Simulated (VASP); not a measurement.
# BaTiO3 (Pm-3m) in VASP: notebook

Aim: see how the results for BaTiO3 move with the level of theory and the settings. Levels: LDA, PBEsol. Tasks: single point.

All numbers are computed with VASP 6.6.1; they aren't measurements. Logs are shortened: lines on timing, memory, paths and dates and some standing lists are left out, and cuts for length are marked.

### 1 The cell of the first run

It takes space group Pm-3m (No. 221, cubic). The conventional cell has a = 3.924 Å, b = 3.924 Å, c = 3.924 Å, α = 90.00°, β = 90.00°, γ = 90.00°. Ba (site symmetry m-3m) has 12 O at 2.77 Å and 8 Ti at 3.40 Å within 3.7 Å. Ti (site symmetry m-3m) has 6 O at 1.96 Å within 2.6 Å. Within 2.6 Å of O (site symmetry 4/mmm) lie 2 Ti at 1.96 Å.

### 2 Single point, LDA

INCAR

```
  PREC = Accurate
  ENCUT = 1340
  EDIFF = 1E-6
  ISMEAR = -1
  SIGMA = 0.05
  LREAL = F
  LASPH = T
  NELM = 120
  ALGO = Normal
  ISIF = 2
  LWAVE = F
  LCHARG = T
  LELF = T
  LVHAR = T
  NBANDS = 28
  GGA_COMPAT = F
```

KPOINTS

```
regular mesh
0
Gamma
  7 7 7
```

POSCAR

```
BaTiO3
1.0
    3.9242219515      0.0000000000      0.0000000000
    0.0000000000      3.9242219515      0.0000000000
    0.0000000000      0.0000000000      3.9242219515
Ba Ti O
1 1 3
Direct
    0.5000000000      0.5000000000      0.5000000000
    0.0000000000      0.0000000000      0.0000000000
    0.0000000000      0.0000000000      0.5000000000
    0.0000000000      0.5000000000      0.0000000000
    0.5000000000      0.0000000000      0.0000000000
```

Potentials or basis: VASP PAW LDA potentials, release 64 (Ba_sv, Ti_sv, O_h).

Started as:

```sh
$ cat potpaw_LDA.64/Ba_sv/POTCAR potpaw_LDA.64/Ti_sv/POTCAR potpaw_LDA.64/O_h/POTCAR > POTCAR
$ mpirun -np 1 vasp_std > vasp.out
```

OUTCAR:

```text
PREC = Accurate
   ENCUT = 1340
   EDIFF = 1E-6
   ISMEAR = -1
   LREAL = F
   LASPH = T
   NELM = 120
   ISIF = 2

 ion  position               nearest neighbor table
   1  0.500  0.500  0.500-   3 2.77   4 2.77   5 2.77   4 2.77   5 2.77   3 2.77   5 2.77   5 2.77
                             3 2.77   4 2.77   4 2.77   3 2.77   2 3.40   2 3.40   2 3.40   2 3.40
   2  0.000  0.000  0.000-   3 1.96   4 1.96   5 1.96   3 1.96   4 1.96   5 1.96   1 3.40   1 3.40
                             1 3.40   1 3.40   1 3.40   1 3.40   1 3.40   1 3.40
   3  0.000  0.000  0.500-   2 1.96   2 1.96   1 2.77   1 2.77   1 2.77   1 2.77
   4  0.000  0.500  0.000-   2 1.96   2 1.96   1 2.77   1 2.77   1 2.77   1 2.77
   5  0.500  0.000  0.000-   2 1.96   2 1.96   1 2.77   1 2.77   1 2.77   1 2.77

  LATTYP: Found a simple cubic cell.
 ALAT       =     3.9242219515

  Lattice vectors:

 A1 = (   3.9242219515,   0.0000000000,   0.0000000000)
 A2 = (   0.0000000000,   3.9242219515,   0.0000000000)
 A3 = (   0.0000000000,   0.0000000000,   3.9242219515)

Analysis of symmetry for initial positions (statically):
=====================================================================
 Subroutine PRICEL returns:
 Original cell was already a primitive cell.

 Routine SETGRP: Setting up the symmetry group for a
 simple cubic supercell.

 Subroutine GETGRP returns: Found 48 space group operations
 (whereof 48 operations were pure point group operations)
 out of a pool of 48 trial point group operations.

The static configuration has the point symmetry O_h .

Analysis of symmetry for dynamics (positions and initial velocities):
=====================================================================
 Subroutine PRICEL returns:
 Original cell was already a primitive cell.

 Routine SETGRP: Setting up the symmetry group for a
 simple cubic supercell.

 Subroutine GETGRP returns: Found 48 space group operations
 (whereof 48 operations were pure point group operations)
 out of a pool of 48 trial point group operations.

The dynamic configuration has the point symmetry O_h .

 Subroutine INISYM returns: Found 48 space group operations
 (whereof 48 operations are pure point group operations),
 and found     1 'primitive' translations

----------------------------------------------------------------------------------------

                                     Primitive cell

  volume of cell :      60.4311

  direct lattice vectors                    reciprocal lattice vectors
     3.924221951  0.000000000  0.000000000     0.254827584  0.000000000  0.000000000
     0.000000000  3.924221951  0.000000000     0.000000000  0.254827584  0.000000000
     0.000000000  0.000000000  3.924221951     0.000000000  0.000000000  0.254827584

  length of vectors
     3.924221951  3.924221951  3.924221951     0.254827584  0.254827584  0.254827584

  position of ions in fractional coordinates (direct lattice)
     0.500000000  0.500000000  0.500000000
     0.000000000  0.000000000  0.000000000
     0.000000000  0.000000000  0.500000000
     0.000000000  0.500000000  0.000000000
     0.500000000  0.000000000  0.000000000

  ion indices of the primitive-cell ions
   primitive index   ion index
                 1           1
                 2           2
                 3           3
                 4           4
                 5           5

----------------------------------------------------------------------------------------

 KPOINTS: regular mesh

Automatic generation of k-mesh.
 Grid dimensions read from file:
 generate k-points for:    7    7    7

 Generating k-lattice:

  Cartesian coordinates                     Fractional coordinates (reciprocal lattice)
     0.036403941  0.000000000  0.000000000     0.142857143  0.000000000  0.000000000
     0.000000000  0.036403941  0.000000000     0.000000000  0.142857143  0.000000000
     0.000000000  0.000000000  0.036403941     0.000000000  0.000000000  0.142857143

  Length of vectors
     0.036403941  0.036403941  0.036403941

  Shift w.r.t. Gamma in fractional coordinates (k-lattice)
     0.000000000  0.000000000  0.000000000

 Subroutine IBZKPT returns following result:
 ===========================================

 Found     20 irreducible k-points:

 Following reciprocal coordinates:
            Coordinates               Weight
  0.000000  0.000000  0.000000      1.000000
  0.142857  0.000000  0.000000      6.000000
  0.285714  0.000000  0.000000      6.000000
  0.428571  0.000000  0.000000      6.000000
  0.142857  0.142857  0.000000     12.000000
  0.285714  0.142857  0.000000     24.000000
[... 12 lines left out ...]
  0.428571  0.428571  0.285714     24.000000
  0.428571  0.428571  0.428571      8.000000
   k-points           NKPTS =     20   k-points in BZ     NKDIM =     20   number of bands    NBANDS=     28
   number of dos      NEDOS =    301   number of ions     NIONS =      5
   total plane-waves  NPLWV = 110592
   dimension x,y,z NGX =    48 NGY =   48 NGZ =   48
   dimension x,y,z NGXF=    96 NGYF=   96 NGZF=   96
   ions per type =               1   1   3
   NGX,Y,Z   is equivalent  to a cutoff of  20.33, 20.33, 20.33 a.u.
   NGXF,Y,Z  is equivalent  to a cutoff of  40.67, 40.67, 40.67 a.u.
 SYSTEM =  unknown system
   PREC   = accura    normal or accurate (medium, high low for compatibility)
   ISTART =      0    job   : 0-new  1-cont  2-samecut
   ICHARG =      2    charge: 1-file 2-atom 10-const
   ISPIN  =      1    spin polarized calculation?
   LNONCOLLINEAR =      F non collinear calculations
   LSORBIT =      F    spin-orbit coupling
   LASPH  =      T    aspherical Exc in radial PAW
   ENCUT  = 1340.0 eV  98.49 Ry    9.92 a.u.  11.71 11.71 11.71*2*pi/ulx,y,z
   NELM   =    120;   NELMIN=  2; NELMDL= -5     # of ELM steps
   EDIFF  = 0.1E-05   stopping-criterion for ELM
   LREAL  =      F    real-space projection
   EDIFFG = 0.1E-04   stopping-criterion for IOM
   NSW    =      0    number of steps for IOM
   IBRION =     -1    ionic relax: 0-MD 1-quasi-New 2-CG
   NFREE  =      0    steps in history (QN), initial steepest desc. (CG)
   ISIF   =      2    stress and relaxation
   ISYM   =      2    0-nonsym 1-usesym 2-fastsym
   POTIM  = 0.5000    time-step for ionic-motion
   TEBEG  =    0.0;   TEEND  =   0.0 temperature during run
   PSTRESS=    0.0 pullay stress
   NELECT =      40.0000    total number of electrons
   NUPDOWN=      -1.0000    fix difference up-down
   EMIN   =  10.00;   EMAX   =-10.00  energy-range for DOS
   EFERMI =   0.00;   METHOD = LEGACY
   ISMEAR =    -1;   SIGMA  =   0.05  broadening in eV -4-tet -1-fermi 0-gaus
   EFERMI_NEDOS =   21; number of points for ismear=-14 and -15
   IALGO  =     38    algorithm
   IMIX   =      4    mixing-type and parameters
     AMIX     =   0.40;   BMIX     =  1.00
     AMIX_MAG =   1.60;   BMIX_MAG =  1.00
  volume/ion in A,a.u.               =      12.09        81.56
  Fermi-wavevector in a.u.,A,eV,Ry     =   1.426728  2.696125 27.695387  2.035554
  Thomas-Fermi vector in A             =   2.546974
   LORBIT       =      0    0 simple, 1 ext, 2 COOP (PROOUT), +10 PAW based schemes
   GGA     = CA    functional components
   LHFCALC =     F    Hartree Fock is set to
   AEXX    =    0.0000 exact exchange contribution
   IVDW    =     0    specifies the selected vdW correction
   LEPSILON=     F    determine dielectric tensor
   LRPA    =     F    only Hartree local field effects (RPA)
 non-spin polarized calculation
  energy-cutoff  :     1340.00
  volume of cell :       60.43
 maximum number of plane-waves:      6767
 NGX is ok and might be reduce to    48
   NGX = 23   NGY = 23   NGZ = 23

 number of electron      40.0000001 magnetization

 Free energy of the ion-electron system (eV)
  ---------------------------------------------------
  ext. energy  EPLUGINS =         0.00000000
  ---------------------------------------------------
  free energy    TOTEN  =       -44.16790380 eV

  energy without entropy =      -44.16790380  energy(sigma->0) =      -44.16790380

 E-fermi :   5.2680     XC(G=0): -12.0482

 val. band max:        4.3156878365   @ k =   0.4286   0.4286   0.4286
 cond. band min:       6.1533623397   @ k =   0.0000   0.0000   0.0000
 fundamental gap:      1.8376745032
 Fermi energy:         5.2679772702

 k-point     1 :       0.0000    0.0000    0.0000
  band No.  band energies     occupation
      1     -51.2499      2.00000
      2     -27.9011      2.00000
      3     -27.9011      2.00000
      4     -27.9011      2.00000
      5     -20.1550      2.00000
      6     -12.3202      2.00000
[... 20 lines left out ...]
     27       9.3567      0.00000
     28      12.2695      0.00000

 k-point     2 :       0.1429    0.0000    0.0000
  band No.  band energies     occupation
      1     -51.2496      2.00000
      2     -27.9149      2.00000
      3     -27.9006      2.00000
      4     -27.9006      2.00000
      5     -20.1239      2.00000
      6     -12.3534      2.00000
[... 20 lines left out ...]
     27       9.7998      0.00000
     28      12.7725      0.00000

 k-point     3 :       0.2857    0.0000    0.0000
  band No.  band energies     occupation
      1     -51.2489      2.00000
      2     -27.9458      2.00000
      3     -27.8993      2.00000
      4     -27.8993      2.00000
      5     -20.0521      2.00000
      6     -12.5146      2.00000
[... 20 lines left out ...]
     27      10.9110      0.00000
     28      12.9555      0.00000

 k-point     4 :       0.4286    0.0000    0.0000
  band No.  band energies     occupation
      1     -51.2484      2.00000
      2     -27.9702      2.00000
      3     -27.8982      2.00000
      4     -27.8982      2.00000
      5     -19.9928      2.00000
      6     -12.6806      2.00000
[... 454 lines left out ...]
     27      12.6483      0.00000
     28      12.8526      0.00000

 k-point    19 :       0.4286    0.4286    0.2857
  band No.  band energies     occupation
      1     -51.2461      2.00000
      2     -27.9627      2.00000
      3     -27.9626      2.00000
      4     -27.9380      2.00000
      5     -19.8364      2.00000
      6     -11.6833      2.00000
[... 20 lines left out ...]
     27      12.4794      0.00000
     28      12.6814      0.00000

 k-point    20 :       0.4286    0.4286    0.4286
  band No.  band energies     occupation
      1     -51.2456      2.00000
      2     -27.9615      2.00000
      3     -27.9613      2.00000
      4     -27.9613      2.00000
      5     -19.8047      2.00000
      6     -11.4339      2.00000
[... 20 lines left out ...]
     27      12.5956      0.00000
     28      12.5956      0.00000

------------------------ aborting loop because EDIFF is reached ----------------------------------------

  FORCE on cell =-STRESS in cart. coord.  units (eV):
  Direction    XX          YY          ZZ          XY          YZ          ZX
  --------------------------------------------------------------------------------------
  -------------------------------------------------------------------------------------
  Total        1.5017310      1.5017310      1.5017310     -0.0000000     -0.0000000      0.0000000
  in kB       39.8145713     39.8145713     39.8145713     -0.0000000     -0.0000000      0.0000000
  external PRESSURE =      39.8145713 kB  Pullay stress =       0.0000000 kB

 VOLUME and BASIS-vectors are now :
 -----------------------------------------------------------------------------
  energy-cutoff  :     1340.00
  volume of cell :       60.43
      direct lattice vectors                 reciprocal lattice vectors
     3.924221951  0.000000000  0.000000000     0.254827584  0.000000000  0.000000000
     0.000000000  3.924221951  0.000000000     0.000000000  0.254827584  0.000000000
     0.000000000  0.000000000  3.924221951     0.000000000  0.000000000  0.254827584

 POSITION                                       TOTAL-FORCE (eV/Angst)
 -----------------------------------------------------------------------------------
      1.96211      1.96211      1.96211         0.000000      0.000000      0.000000
      0.00000      0.00000      0.00000         0.000000      0.000000      0.000000
      0.00000      0.00000      1.96211         0.000000      0.000000      0.000000
      0.00000      1.96211      0.00000         0.000000      0.000000      0.000000
      1.96211      0.00000      0.00000         0.000000      0.000000      0.000000
 -----------------------------------------------------------------------------------
    total drift:                                0.000000      0.000000      0.000000

  FREE ENERGIE OF THE ION-ELECTRON SYSTEM (eV)
  ---------------------------------------------------
  free  energy   TOTEN  =       -44.1679038048 eV

  energy  without entropy=      -44.1679038031  energy(sigma->0) =      -44.16790380
```

Run time: 1.8 min. Hardware: 1 thread of Intel Xeon Platinum 8259CL at 2.50GHz (Skylake/Cascade Lake), shared host; peak memory 0.37 GiB.

What came out:

```yaml
Free_energy: -44.1679 eV
Pressure: 4.0 GPa
Band_gap_on_the_k_mesh: 1.84 eV (least direct gap 1.85 eV)
```

Levels at points of the mesh, in eV from the valence-band top:
| k point | band 18 | band 19 | band 20 | band 21 | band 22 | band 23 |
| --- | --- | --- | --- | --- | --- | --- |
| (0.00, 0.00, 0.00) | -0.01 | -0.01 | -0.01 | 1.84 | 1.84 | 1.84 |

Caveat: the cell stands under pressure; spin-orbit coupling is left out, which moves the levels of the heavy elements; an odd mesh through Γ misses points on the zone boundary, where band edges can lie.

### 3 Single point, PBEsol

This run uses another cell than the first one, of 12.19 Å³/atom.

INCAR

```
SYSTEM = BaTiO3
PREC = Accurate
ENCUT = 1340
EDIFF = 1E-6
ISMEAR = -1
SIGMA = 0.05
LREAL = .False.
LASPH = .True.
NELM = 120
ALGO = Normal
ISIF = 2
LWAVE = .False.
LCHARG = .True.
GGA = PS
LELF = .True.
LVHAR = .True.
NBANDS = 28
GGA_COMPAT = .False.
```

KPOINTS

```
regular mesh
0
Gamma
  7 7 7
  0 0 0
```

Changes to POSCAR since step 2:

```diff
@@ -2,5 +2,5 @@
 1.0
-    3.9242219515      0.0000000000      0.0000000000
-    0.0000000000      3.9242219515      0.0000000000
-    0.0000000000      0.0000000000      3.9242219515
+    3.9354053476      0.0000000000      0.0000000000
+    0.0000000000      3.9354053476      0.0000000000
+    0.0000000000      0.0000000000      3.9354053476
 Ba Ti O
```

Potentials or basis: VASP PAW PBE potentials, release 64 (Ba_sv, Ti_sv, O_h).

Started as:

```sh
$ cat potpaw_PBE.64/Ba_sv/POTCAR potpaw_PBE.64/Ti_sv/POTCAR potpaw_PBE.64/O_h/POTCAR > POTCAR
$ mpirun -np 1 vasp_std > vasp.out
```

Wall time 2.4 min (1 thread of AMD EPYC 7R43 (Zen 3), shared host); peak memory 0.37 GiB.

It converged, with:

* Free energy: -41.9533 eV
* Pressure: 7.1 GPa
* Band gap on the k mesh: 1.86 eV (least direct gap 1.89 eV)

Levels at points of the mesh, in eV from the valence-band top:
```
           k point  band 16  band 17  band 18  band 19  band 20  band 21  band 22  band 23  band 24  band 25
(0.00, 0.00, 0.00)    -1.13    -1.13    -0.02    -0.02    -0.02     1.86     1.86     1.86     4.36     4.36
```

Caveat: the cell stands under pressure; the PAW data sets were made with another functional, which shifts forces and pressure a little; spin-orbit coupling is left out, which moves the levels of the heavy elements; an odd mesh through Γ misses points on the zone boundary, where band edges can lie.
